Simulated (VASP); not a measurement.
# NiO2 (R-3m) in VASP: further runs, part 2 of 2

VASP 6.6.1. The steps go on from the part before.

## (3) Single point, r2SCAN, collinear spin, ferromagnetic start

This run uses another cell than the first one, of 15.83 Å³/atom.

POSCAR reads:

```
NiO2
1.0
    1.4021288975      0.8095194964      6.9742947559
   -1.4021288975      0.8095194964      6.9742947559
    0.0000000000     -1.6190389929      6.9742947559
Ni O
1 2
Direct
    0.0000000000      0.0000000000      0.0000000000
    0.6212110000      0.6212110000      0.6212110000
    0.3787890000      0.3787890000      0.3787890000
```

INCAR.step1 reads:

```
SYSTEM = NiO2
ALGO = Normal
EDIFF = 1E-4
ENCUT = 520
GGA = PE
ISMEAR = 0
ISPIN = 2
LASPH = .True.
LCHARG = .False.
LMAXMIX = 4
LREAL = .False.
LWAVE = .True.
MAGMOM = 2 0 0
NBANDS = 22
NELM = 150
PREC = Accurate
SIGMA = 0.1
```

INCAR.step2 reads:

```
SYSTEM = NiO2
ALGO = Normal
EDIFF = 1E-6
ENCUT = 520
ISIF = 2
ISMEAR = 0
ISPIN = 2
ISTART = 1
LASPH = .True.
LCHARG = .False.
LMAXMIX = 4
LMIXTAU = .True.
LORBIT = 11
LREAL = .False.
LWAVE = .False.
MAGMOM = 2 0 0
METAGGA = R2SCAN
NBANDS = 22
NELM = 150
PREC = Accurate
SIGMA = 0.1
```

KPOINTS reads:

```
k-points
0
Gamma
  6 6 6
  0 0 0
```

Potentials or basis: VASP PAW PBE potentials, release 64 (Ni, O).

The run is started by

```bash
cat potpaw_PBE.64/Ni/POTCAR potpaw_PBE.64/O/POTCAR > POTCAR
cp INCAR.step1 INCAR
mpirun -np 1 vasp_std > vasp.out
cp INCAR.step2 INCAR
mpirun -np 1 vasp_std > vasp.out
```

OUTCAR:

```text
SYSTEM = NiO2
   EDIFF = 1E-6
   ENCUT = 520
   ISIF = 2
   ISMEAR = 0
   ISPIN = 2
   ISTART = 1
   LASPH = .True.
   LORBIT = 11
   LREAL = .False.
   METAGGA = R2SCAN
   NELM = 150
   PREC = Accurate

 ion  position               nearest neighbor table
   1  0.000  0.000  0.000-   2 1.88   2 1.88   3 1.88   3 1.88   2 1.88   3 1.88
   2  0.621  0.621  0.621-   1 1.88   1 1.88   1 1.88
   3  0.379  0.379  0.379-   1 1.88   1 1.88   1 1.88

  LATTYP: Found a trigonal (rhomboedric) cell.
 ALAT       =     7.1597538088
 COS(alpha) =     0.9232974685

  Lattice vectors:

 A1 = (   1.4021288975,   0.8095194964,   6.9742947559)
 A2 = (  -1.4021288975,   0.8095194964,   6.9742947559)
 A3 = (   0.0000000000,  -1.6190389929,   6.9742947559)

Analysis of symmetry for initial positions (statically):
[... 810 lines left out ...]
      4      -6.8476      1.00000
      5      -6.8476      1.00000
      6      -3.8507      1.00000
[... 589 lines left out ...]
     21      18.9524      0.00000
     22      19.8475      0.00000

 [... further k-points ...]

------------------------ aborting loop because EDIFF is reached ----------------------------------------

  FORCE on cell =-STRESS in cart. coord.  units (eV):
  Direction    XX          YY          ZZ          XY          YZ          ZX
  --------------------------------------------------------------------------------------
  -------------------------------------------------------------------------------------
  Total       -1.1696277     -1.1696277     -0.7185543      0.0000000      0.0000000      0.0000000
  in kB      -39.4540340    -39.4540340    -24.2383669      0.0000000      0.0000000      0.0000000
  external PRESSURE =     -34.3821449 kB  Pullay stress =       0.0000000 kB

 VOLUME and BASIS-vectors are now :
 -----------------------------------------------------------------------------
  energy-cutoff  :      520.00
  volume of cell :       47.50
      direct lattice vectors                 reciprocal lattice vectors
     1.402128897  0.809519496  6.974294756     0.356600596  0.205883450  0.047794558
    -1.402128897  0.809519496  6.974294756    -0.356600596  0.205883450  0.047794558
     0.000000000 -1.619038993  6.974294756     0.000000000 -0.411766900  0.047794558

 POSITION                                       TOTAL-FORCE (eV/Angst)
 -----------------------------------------------------------------------------------
      0.00000      0.00000      0.00000         0.000000      0.000000      0.000000
      0.00000     -0.00000     12.99753         0.000000     -0.000000      0.352740
      0.00000     -0.00000      7.92536         0.000000      0.000000     -0.352740
 -----------------------------------------------------------------------------------
    total drift:                                0.000000     -0.000000      0.000000

  FREE ENERGIE OF THE ION-ELECTRON SYSTEM (eV)
  ---------------------------------------------------
  free  energy   TOTEN  =       -26.4223336927 eV

  energy  without entropy=      -26.4223336926  energy(sigma->0) =      -26.42233369

 total charge

# of ion       s       p       d       tot
------------------------------------------
    1        0.507   0.809   8.165   9.482
    2        1.596   3.347   0.000   4.942
    3        1.596   3.347   0.000   4.942
--------------------------------------------------
tot          3.699   7.503   8.165  19.366

 magnetization (x)

# of ion       s       p       d       tot
------------------------------------------
    1        0.000   0.000  -0.000   0.000
    2       -0.000   0.000   0.000   0.000
    3       -0.000   0.000   0.000   0.000
--------------------------------------------------
tot          0.000   0.000  -0.000   0.000
```

OUTCAR.step1:

```text
SYSTEM = NiO2
   EDIFF = 1E-4
   ENCUT = 520
   GGA = PE
   ISMEAR = 0
   ISPIN = 2
[... 1449 lines left out ...]
      0.00000      0.00000      0.00000         0.000000      0.000000     -0.000000
      0.00000     -0.00000     12.99753         0.000000      0.000000     -0.028157
      0.00000     -0.00000      7.92536         0.000000     -0.000000      0.028157
 -----------------------------------------------------------------------------------
    total drift:                                0.000000     -0.000000      0.000000

  FREE ENERGIE OF THE ION-ELECTRON SYSTEM (eV)
  ---------------------------------------------------
  free  energy   TOTEN  =       -17.4697549378 eV

  energy  without entropy=      -17.4697549378  energy(sigma->0) =      -17.46975494
```

Run time: 29 min. Hardware: 1 thread of Intel Xeon Platinum 8124M at 3.00GHz (Skylake/Cascade Lake), shared host; peak memory 0.62 GiB.

What came out:

| Property | Result |
| --- | --- |
| Free energy | -26.4223 eV |
| Pressure | -3.4 GPa |
| Largest force | 0.353 eV/Å |
| Band gap on the k mesh | 1.84 eV (least direct gap 2.05 eV) |
| Net moment | 0.00 μB per cell |
| Valence electrons inside the program's atomic spheres | Ni 9.48; O 4.94 |

Forces in eV/Å, atoms in the order of the input:
```
Ni   0.000  0.000  0.000
O    0.000  0.000  0.353
O    0.000  0.000 -0.353
```

Stress tensor (GPa, compression positive):
```
-3.95  0.00  0.00
 0.00 -3.95  0.00
 0.00  0.00 -2.42
```

Caveat: the k points lie up to 0.43 Å⁻¹ apart; the PAW data sets were made with another functional, which shifts forces and pressure a little.

## (4) Single point, r2SCAN

This run uses another cell than the first one, of 11.33 Å³/atom.

POSCAR reads:

```
NiO2
1.0
    1.3868768575      0.8007137270      5.1011519625
   -1.3868768575      0.8007137270      5.1011519625
    0.0000000000     -1.6014274540      5.1011519625
Ni O
1 2
Direct
    0.0000000000      0.0000000000      0.0000000000
    0.6052080933      0.6052080933      0.6052080933
    0.3947919067      0.3947919067      0.3947919067
```

INCAR.step1 reads:

```
PREC     = Accurate       # precision mode
ENCUT    = 520            # plane-wave cutoff, eV
ISMEAR   = 0              # smearing method
SIGMA    = 0.02           # smearing width, eV
LREAL    = F              # projectors in reciprocal space
LASPH    = T              # aspherical terms in the spheres
NELM     = 100            # most SCF steps
NBANDS   = 18             # bands
GGA      = PE             # functional
ALGO     = Normal         # electronic algorithm
EDIFF    = 1E-4           # SCF threshold, eV
LWAVE    = T              # write WAVECAR
LCHARG   = F              # write CHGCAR
```

INCAR.step2 reads:

```
PREC     = Accurate       # precision mode
ENCUT    = 520            # plane-wave cutoff, eV
EDIFF    = 1E-6           # SCF threshold, eV
ISMEAR   = 0              # smearing method
SIGMA    = 0.02           # smearing width, eV
LREAL    = F              # projectors in reciprocal space
LASPH    = T              # aspherical terms in the spheres
NELM     = 100            # most SCF steps
ALGO     = Normal         # electronic algorithm
ISIF     = 2              # what is computed and relaxed
LWAVE    = F              # write WAVECAR
LCHARG   = F              # write CHGCAR
METAGGA  = R2SCAN         # meta-GGA
LMIXTAU  = T            
NBANDS   = 18             # bands
ISTART   = 1
```

KPOINTS reads:

```
regular mesh
0
Gamma
  12 12 12
```

The run is started by

```bash
cat potpaw_PBE.64/Ni/POTCAR potpaw_PBE.64/O/POTCAR > POTCAR
cp INCAR.step1 INCAR
mpirun -np 1 vasp_std > vasp.out
cp INCAR.step2 INCAR
mpirun -np 1 vasp_std > vasp.out
```

It took 15 min on 1 thread of Intel Xeon Platinum 8124M at 3.00GHz (Skylake/Cascade Lake), shared host; peak memory 0.32 GiB.

The run converged. Its results:

* Free energy: -26.4426 eV
* Pressure: 1.4 GPa
* Largest force: 0.136 eV/Å
* Band gap on the k mesh: 1.56 eV (least direct gap 1.76 eV)

Forces in eV/Å, atoms in the order of the input:
```
Ni   0.000  0.000  0.000
O    0.000  0.000 -0.136
O    0.000  0.000  0.136
```

Stress tensor (GPa, compression positive):
```
1.65 0.00 0.00
0.00 1.65 0.00
0.00 0.00 0.96
```

Levels at points of the mesh, in eV from the valence-band top:
```tsv
k point	band 8	band 9	band 10	band 11	band 12	band 13	band 14	band 15
(0.00, 0.00, 0.00)	-0.76	-0.76	-0.74	-0.36	2.83	2.83	8.54	12.53
(0.50, 0.00, 0.00)	-1.96	-1.72	-1.71	-1.05	2.22	2.70	13.29	13.62
(0.50, 0.50, 0.00)	-1.96	-1.74	-1.45	-1.10	2.04	2.73	13.54	14.27
(0.50, 0.50, 0.50)	-1.48	-0.74	-0.74	-0.12	2.81	2.81	10.29	10.93
```

Caveat: the PAW data sets were made with another functional, which shifts forces and pressure a little. A k mesh can miss the band edges.

## (5) Relaxation of cell and atoms, r2SCAN

This run uses another cell than the first one, of 15.83 Å³/atom.

POSCAR reads:

```
NiO2
1.0
    1.4021288975      0.8095194964      6.9742947559
   -1.4021288975      0.8095194964      6.9742947559
    0.0000000000     -1.6190389929      6.9742947559
Ni O
1 2
Direct
    0.0000000000      0.0000000000      0.0000000000
    0.6212110000      0.6212110000      0.6212110000
    0.3787890000      0.3787890000      0.3787890000
```

INCAR.step1 reads:

```
SYSTEM = NiO2
ALGO = Normal
EDIFF = 1E-4
ENCUT = 600
GGA = PE
ISMEAR = 0
LASPH = .True.
LCHARG = .False.
LREAL = .False.
LWAVE = .True.
NELM = 100
PREC = Accurate
SIGMA = 0.1
```

INCAR.step2 reads:

```
SYSTEM = NiO2
ALGO = Normal
EDIFF = 1E-6
EDIFFG = -0.04
ENCUT = 600
IBRION = 2
ISIF = 3
ISMEAR = 0
ISTART = 1
LASPH = .True.
LCHARG = .False.
LMIXTAU = .True.
LREAL = .False.
LWAVE = .False.
METAGGA = R2SCAN
NELM = 100
NSW = 90
PREC = Accurate
SIGMA = 0.1
```

KPOINTS reads:

```
k-points
0
Gamma
  6 6 6
  0 0 0
```

The run is started by

```bash
cat potpaw_PBE.64/Ni/POTCAR potpaw_PBE.64/O/POTCAR > POTCAR
cp INCAR.step1 INCAR
mpirun -np 1 vasp_std > vasp.out
cp INCAR.step2 INCAR
mpirun -np 1 vasp_std > vasp.out
```

Run time: 56 min. Hardware: 1 thread of Intel Xeon Platinum 8124M at 3.00GHz (Skylake/Cascade Lake), shared host; peak memory 0.58 GiB.

Results (log left out):

```
Free energy                           : -26.4414 eV
Relaxed volume                        : 15.47 Å³/atom
Relaxed cell                          : a = 7.123 Å, b = 7.123 Å, c = 7.123 Å, α = 22.50°, β = 22.50°, γ = 22.50°
Space group after relaxing (to 0.1 Å) : R-3m (No. 166)
Energy gained by relaxing             : 4.8 meV/atom
Ionic steps                           : 5
Pressure after relaxing               : 0.0 GPa
Largest force after relaxing          : 0.035 eV/Å
Band gap on the k mesh                : 1.90 eV (least direct gap 2.13 eV)
```

Forces on the atoms (eV/Å):
```
Ni   0.000  0.000  0.000
O    0.000  0.000 -0.035
O    0.000  0.000  0.035
```

Stress tensor (GPa, compression positive):
```
-0.01  0.00  0.00
 0.00 -0.01  0.00
 0.00  0.00 -0.12
```

The path:
```
step  energy change (eV)  largest force (eV/Å)  pressure (GPa)  volume (Å³)
   1              0.0000                0.3565           -3.63        47.50
   2              0.0208                0.7771            6.03        45.07
   3             -0.0142                0.0596           -0.16        46.53
   4             -0.0142                0.0686           -0.10        46.51
   5             -0.0145                0.0348           -0.04        46.42
```

Final structure:
```
Ni O
1.0
     1.38955    0.80226    6.94006
    -1.38955    0.80226    6.94006
     0.00000   -1.60451    6.94006
Ni O
1 2
Direct
  0.00000 0.00000 0.00000
  0.62141 0.62141 0.62141
  0.37859 0.37859 0.37859
```

Levels at points of the mesh, in eV from the valence-band top:
```tsv
k point	band 9	band 10	band 11	band 12	band 13	band 14
(0.00, 0.00, 0.00)	-0.59	-0.59	-0.11	2.95	2.95	8.26
(0.50, 0.00, 0.00)	-1.58	-1.42	-0.93	2.26	2.84	13.58
(0.50, 0.50, 0.00)	-1.58	-1.42	-0.93	2.26	2.85	13.75
(0.50, 0.50, 0.50)	-0.59	-0.59	-0.09	2.95	2.95	9.02
```

Caveat: the k points lie up to 0.44 Å⁻¹ apart in the final cell; the PAW data sets were made with another functional, which shifts forces and pressure a little. A k mesh can miss the band edges.

## (6) The runs side by side

| task | cell | k mesh | cutoff (eV) | smearing | gap on the mesh (eV) | pressure (GPa) | largest force (eV/Å) |
| --- | --- | --- | --- | --- | --- | --- | --- |
| single point | a = 7.141 Å, angles 22.4°, 3 atoms, atomic positions A | 6 × 6 × 6 | 520 | gaussian 0.1 eV | 1.92 | 1.2 | 0.14 |
| single point | a = 5.347 Å, angles 30.1°, 3 atoms, atomic positions B | 12 × 12 × 12 | 520 | gaussian 0.02 eV | 1.56 | 1.4 | 0.14 |
| relaxation of cell and atoms | relaxed from a = 7.160 Å, angles 22.6°, 3 atoms, atomic positions A | 6 × 6 × 6 | 600 | gaussian 0.1 eV | 1.90 | 0.0 | 0.03 |

Alike in all rows: level r2SCAN; potentials or basis VASP PAW PBE potentials, release 64 (Ni, O); no spin polarisation.

Caveats: some runs use coarse meshes; the PAW data sets were made with another functional, which shifts forces and pressure a little.

Absolute energies hang on the potentials; compare differences alone.
